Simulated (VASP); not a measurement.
Input of a VASP 6.6.1 run:

The input INCAR:

```
SYSTEM = Cu
  PREC = Accurate
  ENCUT = 820
  EDIFF = 1E-6
  ISMEAR = 0
  SIGMA = 0.1
  LREAL = .FALSE.
  LASPH = .TRUE.
  NELM = 120
  ALGO = Normal
  ISIF = 2
  LWAVE = .FALSE.
  LCHARG = .FALSE.
  GGA = PE
  NBANDS = 26
  GGA_COMPAT = .FALSE.
```

The input KPOINTS:

```
regular mesh
0
G
  24 24 12
  0 0 0
```

The input POSCAR:

```
Cu
1.0
    2.7220909951      0.0000000000      0.0000000000
   -1.3610454976      2.3573999532      0.0000000000
    0.0000000000      0.0000000000      4.0211380228
Cu
2
Direct
    0.3333333333      0.6666666667      0.2500000000
    0.6666666667      0.3333333333      0.7500000000
```

Potentials or basis: VASP PAW PBE potentials, release 64 (Cu_sv_GW).

Command:

```sh
$ cat potpaw_PBE.64/Cu_sv_GW/POTCAR > POTCAR
$ mpirun -np 1 vasp_std > vasp.out
```

Estimate the pressure.

-8.9 GPa.

What does it give for the band gap on the k mesh?

Zero (bands 19 and 20 overlap by 5.14 eV).

Stress tensor (GPa, compression positive):
```
-12.55   0.00   0.00
  0.00 -12.55   0.00
  0.00   0.00  -1.57
```

Caveat: the cell differs from its parent crystal (biaxial strain in the a-b plane: +6.0 %, then relaxed in part); the stress differs along the axes, from -13 to -2 GPa.
